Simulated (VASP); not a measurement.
# C (Cmmm) in VASP: further runs

C is run at these levels: PBE; tasks: single point, relaxation of cell and atoms.

Program: VASP 6.6.1. These are calculated values, not measurements. Logs are shortened: lines on timing, memory, paths and dates and some standing lists are left out, and cuts for length are marked.

### Step 1. The cell of the first run

The structure is orthorhombic, space group Cmmm (No. 65). The conventional cell has a = 2.139 Å, b = 3.313 Å, c = 1.583 Å, α = 90.00°, β = 90.00°, γ = 90.00°. Within 2.1 Å of C (site symmetry mmm) lie 6 C at 1.58 to 1.97 Å.

### Step 2. Single point, PBE

INCAR

```
SYSTEM = C
ALGO = Normal ; EDIFF = 1E-6
ENCUT = 520 ; GGA = PE
ISIF = 2 ; ISMEAR = 0
LASPH = .TRUE. ; LCHARG = .TRUE.
LELF = .TRUE. ; LREAL = .FALSE.
LVHAR = .TRUE. ; LWAVE = .FALSE.
NBANDS = 11 ; NELM = 80
PREC = Accurate ; SIGMA = 0.1
```

KPOINTS

```
k-points
0
G
  8 6 8
  0 0 0
```

POSCAR

```
C
1.0
    2.1391222203      0.0000000000      0.0000000000
    0.0000000000      3.3133509060      0.0000000000
    0.0000000000      0.0000000000      1.5830063770
C
2
Direct
    0.0000000000      0.0000000000      0.4999996527
    0.5000000000      0.5000000000      0.5000003473
```

Potentials or basis: VASP PAW PBE potentials, release 64 (C).

The run is started by

```console
> cat potpaw_PBE.64/C/POTCAR > POTCAR
> mpirun -np 1 vasp_std > vasp.out
```

OUTCAR:

```text
SYSTEM = C
   EDIFF = 1E-6
   ENCUT = 520
   GGA = PE
   ISIF = 2
   ISMEAR = 0
   LASPH = .TRUE.
   LREAL = .FALSE.
   NELM = 80
   PREC = Accurate

 ion  position               nearest neighbor table
   1  0.000  0.000  0.500-   2 1.97   2 1.97   2 1.97   2 1.97
   2  0.500  0.500  0.500-   1 1.97   1 1.97   1 1.97   1 1.97

  LATTYP: Found a simple orthorhombic cell.
 ALAT       =     1.5830063770
 B/A-ratio  =     1.3513036027
 C/A-ratio  =     2.0930748948

  Lattice vectors:

 A1 = (   0.0000000000,   0.0000000000,   1.5830063770)
 A2 = (   2.1391222203,   0.0000000000,   0.0000000000)
 A3 = (   0.0000000000,   3.3133509060,   0.0000000000)

Analysis of symmetry for initial positions (statically):
=====================================================================
 Subroutine PRICEL returns following result:

  LATTYP: Found a base centered orthorhombic cell.
 ALAT       =     2.1391222203
 B/A-ratio  =     1.5489301521
 C/A-ratio  =     0.7400261481

  Lattice vectors:

 A1 = (   1.0695611101,  -1.6566754530,   0.0000010996)
 A2 = (   1.0695611101,   1.6566754530,   0.0000010996)
 A3 = (   0.0000000000,   0.0000000000,   1.5830063770)

   2 primitive cells build up your supercell.

 Routine SETGRP: Setting up the symmetry group for a
 simple orthorhombic supercell.

 Subroutine GETGRP returns: Found  8 space group operations
 (whereof  8 operations were pure point group operations)
 out of a pool of  8 trial point group operations.

The static configuration has the point symmetry D_2h.

Analysis of symmetry for dynamics (positions and initial velocities):
=====================================================================
 Subroutine PRICEL returns following result:

  LATTYP: Found a base centered orthorhombic cell.
 ALAT       =     2.1391222203
 B/A-ratio  =     1.5489301521
 C/A-ratio  =     0.7400261481

  Lattice vectors:

 A1 = (   1.0695611101,  -1.6566754530,   0.0000010996)
 A2 = (   1.0695611101,   1.6566754530,   0.0000010996)
 A3 = (   0.0000000000,   0.0000000000,   1.5830063770)

   2 primitive cells build up your supercell.

 Routine SETGRP: Setting up the symmetry group for a
 simple orthorhombic supercell.

 Subroutine GETGRP returns: Found  8 space group operations
 (whereof  8 operations were pure point group operations)
 out of a pool of  8 trial point group operations.

The dynamic configuration has the point symmetry D_2h.
[... 102 lines left out ...]
   NFREE  =      0    steps in history (QN), initial steepest desc. (CG)
   ISIF   =      2    stress and relaxation
   ISYM   =      2    0-nonsym 1-usesym 2-fastsym
   POTIM  = 0.5000    time-step for ionic-motion
   TEBEG  =    0.0;   TEEND  =   0.0 temperature during run
   PSTRESS=    0.0 pullay stress
   NELECT =       8.0000    total number of electrons
   NUPDOWN=      -1.0000    fix difference up-down
   EMIN   =  10.00;   EMAX   =-10.00  energy-range for DOS
   EFERMI =   0.00;   METHOD = LEGACY
   ISMEAR =     0;   SIGMA  =   0.10  broadening in eV -4-tet -1-fermi 0-gaus
   EFERMI_NEDOS =   21; number of points for ismear=-14 and -15
   IALGO  =     38    algorithm
   IMIX   =      4    mixing-type and parameters
     AMIX     =   0.40;   BMIX     =  1.00
     AMIX_MAG =   1.60;   BMIX_MAG =  1.00
  volume/ion in A,a.u.               =       5.61        37.86
  Fermi-wavevector in a.u.,A,eV,Ry     =   1.462546  2.763812 29.103425  2.139041
  Thomas-Fermi vector in A             =   2.578747
   LORBIT       =      0    0 simple, 1 ext, 2 COOP (PROOUT), +10 PAW based schemes
   GGA     = PE    functional components
   LHFCALC =     F    Hartree Fock is set to
   AEXX    =    0.0000 exact exchange contribution
   IVDW    =     0    specifies the selected vdW correction
   LEPSILON=     F    determine dielectric tensor
   LRPA    =     F    only Hartree local field effects (RPA)
 non-spin polarized calculation
 Gauss-broadening in eV      SIGMA  =   0.10
  energy-cutoff  :      520.00
  volume of cell :       11.22
 maximum number of plane-waves:       320
 NGX is ok and might be reduce to    16

 number of electron       7.9999999 magnetization

 Free energy of the ion-electron system (eV)
  ---------------------------------------------------
  ext. energy  EPLUGINS =         0.00000000
  ---------------------------------------------------
  free energy    TOTEN  =       -12.65158423 eV

  energy without entropy =      -12.64992482  energy(sigma->0) =      -12.65075453

 E-fermi :  10.5626     XC(G=0): -13.8382

 val. band max:       10.4970106833   @ k =   0.2500   0.3333   0.1250
 cond. band min:      10.8280373550   @ k =   0.2500   0.1667   0.1250
 fundamental gap:      0.3310266717
 Fermi energy:        10.5626332086

 k-point     1 :       0.0000    0.0000    0.0000
  band No.  band energies     occupation
      1     -11.2977      2.00000
      2      -0.2826      2.00000
      3      -0.2668      2.00000
      4      10.8282      0.00017
      5      16.6002      0.00000
      6      18.2522      0.00000
      7      24.4764      0.00000
      8      27.5281      0.00000
      9      30.0656      0.00000
     10      35.7775      0.00000
     11      37.2470      0.00000
[... 309 lines left out ...]
 k-point    24 :       0.3750    0.0000    0.1250
  band No.  band energies     occupation
      1      -6.7869      2.00000
      2      -0.6559      2.00000
      3       4.4660      2.00000
      4       4.5637      2.00000
      5       9.3099      2.00000
      6      11.0883      0.00000
      7      25.3588      0.00000
      8      27.1296      0.00000
      9      37.4153      0.00000
     10      39.3684      0.00000
     11      41.9753      0.00000

 [... further k-points ...]

------------------------ aborting loop because EDIFF is reached ----------------------------------------

  FORCE on cell =-STRESS in cart. coord.  units (eV):
  Direction    XX          YY          ZZ          XY          YZ          ZX
  --------------------------------------------------------------------------------------
  -------------------------------------------------------------------------------------
  Total        0.0314403      0.0323684      0.0143368      0.0000000      0.0000000     -0.0000000
  in kB        4.4896456      4.6221732      2.0472789      0.0000000      0.0000000     -0.0000000
  external PRESSURE =       3.7196992 kB  Pullay stress =       0.0000000 kB

 VOLUME and BASIS-vectors are now :
 -----------------------------------------------------------------------------
  energy-cutoff  :      520.00
  volume of cell :       11.22
      direct lattice vectors                 reciprocal lattice vectors
     2.139122220  0.000000000  0.000000000     0.467481470  0.000000000  0.000000000
     0.000000000  3.313350906  0.000000000     0.000000000  0.301809265  0.000000000
     0.000000000  0.000000000  1.583006377     0.000000000  0.000000000  0.631709395

 POSITION                                       TOTAL-FORCE (eV/Angst)
 -----------------------------------------------------------------------------------
      0.00000      0.00000      0.79150         0.000000      0.000000      0.000000
      1.06956      1.65668      0.79150        -0.000000     -0.000000      0.000000
 -----------------------------------------------------------------------------------
    total drift:                                0.000000      0.000000      0.000000

  FREE ENERGIE OF THE ION-ELECTRON SYSTEM (eV)
  ---------------------------------------------------
  free  energy   TOTEN  =       -12.6515842272 eV

  energy  without entropy=      -12.6499248243  energy(sigma->0) =      -12.65075453
```

OSZICAR:

```text
N       E                     dE             d eps       ncg     rms          rms(c)
DAV:   1     0.234511231866E+01    0.23451E+01   -0.44939E+03  2243   0.698E+02
DAV:   2    -0.124456899258E+02   -0.14791E+02   -0.13979E+02  2978   0.107E+02
DAV:   3    -0.127500584701E+02   -0.30437E+00   -0.30194E+00  2518   0.114E+01
DAV:   4    -0.127504908515E+02   -0.43238E-03   -0.43236E-03  2429   0.512E-01
DAV:   5    -0.127504911644E+02   -0.31292E-06   -0.31144E-06  2488   0.136E-02    0.332E+00
DAV:   6    -0.126777028540E+02    0.72788E-01   -0.38846E-02  2365   0.141E+00    0.197E+00
DAV:   7    -0.126513789373E+02    0.26324E-01   -0.64693E-02  2383   0.184E+00    0.237E-01
DAV:   8    -0.126515763494E+02   -0.19741E-03   -0.17471E-03  2401   0.353E-01    0.191E-02
DAV:   9    -0.126515823856E+02   -0.60362E-05   -0.78902E-06  2479   0.264E-02    0.115E-02
DAV:  10    -0.126515843845E+02   -0.19989E-05   -0.86616E-07  1565   0.853E-03    0.315E-03
DAV:  11    -0.126515842272E+02    0.15726E-06   -0.50575E-08  1244   0.201E-03
   1 F= -.12651584E+02 E0= -.12650755E+02  d E =-.165940E-02
```

stdout:

```text
POSCAR found type information on POSCAR C
 POSCAR found :  1 types and       2 ions
 scaLAPACK will be used
 LDA part: xc-table for (Slater+PW92), standard interpolation
 POSCAR, INCAR and KPOINTS ok, starting setup
 FFT: planning ... GRIDC
 FFT: planning ... GRID_SOFT
 FFT: planning ... GRID
 WAVECAR not read
 entering main loop
```

Run time: 9.4 s. Hardware: 1 thread of Intel Xeon Platinum 8375C at 2.90GHz (Ice Lake), shared host; peak memory 0.11 GiB.

Results:

| Quantity | Value |
| --- | --- |
| Free energy | -12.6516 eV |
| Pressure | 0.4 GPa |
| Band gap on the k mesh | zero (band 4 reaches 13.87 eV, above the bottom of band 5 at 6.75 eV) |

Caveat: the k points lie up to 0.50 Å⁻¹ apart.

### Step 3. Single point, PBE, collinear spin, ferromagnetic start

This run uses another cell than the first one: it holds 1 atom, not 2.

INCAR

```
SYSTEM = C
ALGO     = Normal         ! electronic algorithm
EDIFF    = 1E-6           ! SCF threshold, eV
ENCUT    = 520            ! plane-wave cutoff, eV
GGA      = PE             ! functional
ISIF     = 2              ! what is computed and relaxed
ISMEAR   = 0              ! smearing method
ISPIN    = 2              ! spin polarisation
LASPH    = .TRUE.         ! aspherical terms in the spheres
LCHARG   = .FALSE.        ! write CHGCAR
LORBIT   = 11             ! projections on sites
LREAL    = .FALSE.        ! projectors in reciprocal space
LWAVE    = .FALSE.        ! write WAVECAR
MAGMOM   = 1              ! initial moments
NBANDS   = 12             ! bands
NELM     = 150            ! most SCF steps
PREC     = Accurate       ! precision mode
SIGMA    = 0.1            ! smearing width, eV
```

KPOINTS

```
k-points
0
G
  10 10 10
  0 0 0
```

POSCAR

```
C
1.0
    1.0695611101     -1.6566754530      0.0000000000
    1.0695611101      1.6566754530      0.0000000000
    0.0000000000      0.0000000000      1.5830063770
C
1
Direct
    0.0000000000      0.0000000000      0.5000000000
```

Potentials or basis: VASP PAW PBE potentials, release 64 (C).

The run is started by

```console
> cat potpaw_PBE.64/C/POTCAR > POTCAR
> mpirun -np 1 vasp_std > vasp.out
```

OUTCAR:

```text
SYSTEM = C
   EDIFF = 1E-6
   ENCUT = 520
   GGA = PE
   ISIF = 2
   ISMEAR = 0
   ISPIN = 2
   LASPH = .TRUE.
   LORBIT = 11
   LREAL = .FALSE.
   NELM = 150
   PREC = Accurate

 ion  position               nearest neighbor table
   1  0.000  0.000  0.500-

  LATTYP: Found a base centered orthorhombic cell.
 ALAT       =     2.1391222202
 B/A-ratio  =     1.5489301521
 C/A-ratio  =     0.7400261481
[... 933 lines left out ...]
  Direction    XX          YY          ZZ          XY          YZ          ZX
  --------------------------------------------------------------------------------------
  -------------------------------------------------------------------------------------
  Total        0.8181843      0.3136231     -1.0218869      0.0000000      0.0000000      0.0000000
  in kB      233.6716518     89.5700729   -291.8486726      0.0000000      0.0000000      0.0000000
  external PRESSURE =      10.4643507 kB  Pullay stress =       0.0000000 kB

 VOLUME and BASIS-vectors are now :
 -----------------------------------------------------------------------------
  energy-cutoff  :      520.00
  volume of cell :        5.61
      direct lattice vectors                 reciprocal lattice vectors
     1.069561110 -1.656675453  0.000000000     0.467481470 -0.301809265  0.000000000
     1.069561110  1.656675453  0.000000000     0.467481470  0.301809265  0.000000000
     0.000000000  0.000000000  1.583006377     0.000000000  0.000000000  0.631709395

 POSITION                                       TOTAL-FORCE (eV/Angst)
 -----------------------------------------------------------------------------------
      0.00000      0.00000      0.79150        -0.000000      0.000000      0.000000
 -----------------------------------------------------------------------------------
    total drift:                               -0.000000     -0.000000      0.000000

  FREE ENERGIE OF THE ION-ELECTRON SYSTEM (eV)
  ---------------------------------------------------
  free  energy   TOTEN  =        -6.2856160296 eV

  energy  without entropy=       -6.2844325619  energy(sigma->0) =       -6.28502430

 total charge

# of ion       s       p       d       tot
------------------------------------------
    1        0.875   1.434   0.000   2.309

 magnetization (x)

# of ion       s       p       d       tot
------------------------------------------
    1        0.000   0.000   0.000   0.000
```

stdout:

```text
POSCAR found type information on POSCAR C
 POSCAR found :  1 types and       1 ions
 scaLAPACK will be used
 LDA part: xc-table for (Slater+PW92), standard interpolation
 POSCAR, INCAR and KPOINTS ok, starting setup
 FFT: planning ... GRIDC
 FFT: planning ... GRID_SOFT
 FFT: planning ... GRID
 WAVECAR not read
 entering main loop
```

Run time: 22 s. Hardware: 1 thread of Intel Xeon Platinum 8375C at 2.90GHz (Ice Lake), shared host; peak memory 0.12 GiB.

What came out:

* Free energy: -6.2856 eV
* Pressure: 1.0 GPa
* Band gap on the k mesh: zero (filled and empty bands overlap)
* Net moment: 0.00 μB per cell
* Valence electrons inside the program's atomic spheres: C 2.31

Caveat: the k points lie up to 0.40 Å⁻¹ apart.

### Step 4. Relaxation of cell and atoms, PBE

This run uses another cell than the first one: it holds 1 atom, not 2.

INCAR

```
SYSTEM = C
ALGO = Normal ; EDIFF = 1E-6
EDIFFG = -0.01 ; ENCUT = 600
GGA = PE ; IBRION = 2
ISIF = 3 ; ISMEAR = 0
LASPH = .TRUE. ; LCHARG = .FALSE.
LREAL = .FALSE. ; LWAVE = .FALSE.
NELM = 60 ; NSW = 100
PREC = Accurate ; SIGMA = 0.1
```

KPOINTS

```
k-points
0
G
  30 30 34
  0 0 0
```

POSCAR is that of step 3.

The run is started by

```console
> cat potpaw_PBE.64/C/POTCAR > POTCAR
> mpirun -np 1 vasp_std > vasp.out
```

Run time: 14 min. Hardware: 1 thread of Intel Xeon Platinum 8375C at 2.90GHz (Ice Lake), shared host; peak memory 0.27 GiB.

It converged, with:

* Free energy: -6.4617 eV
* Relaxed volume: 5.65 Å³/atom
* Relaxed cell: a = 1.871 Å, b = 1.871 Å, c = 1.614 Å, α = 90.00°, β = 90.00°, γ = 90.53°
* Space group after relaxing (to 0.05 Å): P4/mmm (No. 123)
* Energy gained by relaxing: 164.6 meV/atom
* Ionic steps: 12
* Pressure after relaxing: 0.0 GPa
* Band gap on the k mesh: zero (band 2 reaches 18.03 eV, above the bottom of band 3 at 4.34 eV)

Step by step:
| step | energy change (eV) | largest force (eV/Å) | pressure (GPa) | volume (Å³) |
| --- | --- | --- | --- | --- |
| 1 | 0.0000 | 0.0000 | 0.45 | 5.61 |
| 2 | -0.0040 | 0.0000 | -0.20 | 5.62 |
| 3 | -0.0253 | 0.0000 | -1.80 | 5.65 |
| 4 | -0.0876 | 0.0000 | -4.19 | 5.70 |
| 5 | -0.1627 | 0.0000 | -1.49 | 5.68 |
| 6 | -0.1645 | 0.0000 | -0.79 | 5.67 |
| 7 | -0.1646 | 0.0000 | -0.63 | 5.67 |
| 8 | -0.1633 | 0.0000 | 4.93 | 5.57 |
| 9 | -0.1646 | 0.0000 | 0.11 | 5.65 |
| 10 | -0.1646 | 0.0000 | 0.18 | 5.65 |
| 11 | -0.1646 | 0.0000 | -0.25 | 5.65 |
| 12 | -0.1646 | 0.0000 | 0.02 | 5.65 |

Final structure:
```xyz
1
Lattice="1.3168 -1.3290 0.0000 1.3168 1.3290 0.0000 0.0000 0.0000 1.6144" Properties=species:S:1:pos:R:3 pbc="T T T"
C     0.0000    0.0000    0.8072
```

Levels at points of the mesh, in eV from the Fermi level:
| k point | band 1 | band 2 | band 3 | band 4 | band 5 |
| --- | --- | --- | --- | --- | --- |
| (0.00, 0.00, 0.00) | -22.11 | 6.23 | 6.32 | 15.22 | 21.96 |
| (0.50, 0.00, 0.00) | -14.32 | -12.29 | 9.06 | 17.25 | 28.47 |
| (0.50, 0.50, 0.00) | -7.19 | -6.95 | -6.37 | 6.84 | 18.91 |
| (0.00, 0.00, 0.50) | -11.99 | -9.30 | 11.72 | 11.79 | 27.34 |
| (0.50, 0.00, 0.50) | -7.49 | -3.49 | -0.90 | 9.15 | 13.83 |
| (0.50, 0.50, 0.50) | -3.81 | 0.46 | 0.66 | 8.55 | 16.78 |

### Step 5. Summary

| task | spin | cell | k mesh | cutoff (eV) | gap on the mesh (eV) | pressure (GPa) |
| --- | --- | --- | --- | --- | --- | --- |
| single point | off | a = 2.139, b = 3.313, c = 1.583 Å, 2 atoms | 8 × 6 × 8 | 520 | none | 0.4 |
| single point | collinear, ferromagnetic start | a = 1.972, b = 1.972, c = 1.583 Å, angles 90.0, 90.0, 114.3°, 1 atom | 10 × 10 × 10 | 520 | none | 1.0 |
| relaxation of cell and atoms | off | relaxed from a = 1.972, b = 1.972, c = 1.583 Å, angles 90.0, 90.0, 114.3°, 1 atom | 30 × 30 × 34 | 600 | none | 0.0 |

Alike in all rows: level PBE; potentials or basis VASP PAW PBE potentials, release 64 (C); smearing gaussian 0.1 eV.

Caveats: some runs use coarse meshes.

Absolute energies hang on the potentials; compare differences alone.
